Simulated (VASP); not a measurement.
Write the native input for VASP 6.6.1 that does the following.

```yaml
Task: single point
Functional: PBE
Potentials_or_basis: VASP PAW PBE potentials, release 64 (Mg, B)
Cutoff: 520 eV
k_mesh: 12 × 12 × 12
Occupations: gaussian, width 0.1 eV
Spin: no spin polarisation
Dipole_correction: no
Further_INCAR_settings: ALGO = Normal; EDIFF = 1e-06; NBANDS = 18
```

The structure of MgB5 lies in POSCAR:

```
MgB5
1.0
    1.8544338813      1.0706579006      4.1119188424
   -1.8544338813      1.0706579006      4.1119188424
    0.0000000000     -2.1413158011      4.1119188424
Mg B
1 5
Direct
    0.2569953447      0.2569953447      0.2569953447
    0.9071248193      0.3963633851      0.9071248193
    0.3963633851      0.9071248193      0.9071248193
    0.9071248193      0.9071248193      0.3963633851
    0.4837708372      0.4837708372      0.4837708372
    0.6296237142      0.6296237142      0.6296237142
```

The cell was built from a structure type or drawn by symmetry, and may not be a known phase.

One way to write it, as run:

INCAR

```
SYSTEM = MgB5
PREC = Accurate
ENCUT = 520
EDIFF = 1E-6
ISMEAR = 0
SIGMA = 0.1
LREAL = .FALSE.
LASPH = .TRUE.
NELM = 100
ALGO = Normal
ISIF = 2
LWAVE = .FALSE.
LCHARG = .FALSE.
GGA = PE
NBANDS = 18
```

KPOINTS

```
regular mesh
0
G
  12 12 12
  0 0 0
```

Potentials or basis: VASP PAW PBE potentials, release 64 (Mg, B).

Run with:

```bash
$ cat potpaw_PBE.64/Mg/POTCAR potpaw_PBE.64/B/POTCAR > POTCAR
$ mpirun -np 1 vasp_std > vasp.out
```

It gave:

* Pressure: -0.1 GPa
* Largest force: 0.019 eV/Å
* Band gap on the k mesh: zero (an odd number of electrons rules out a gap without spin polarisation)

Run time: 110 s on 1 thread of Intel(R) Xeon(R) 6975P-C (Granite Rapids), on a shared host, peak memory 0.3 GiB.
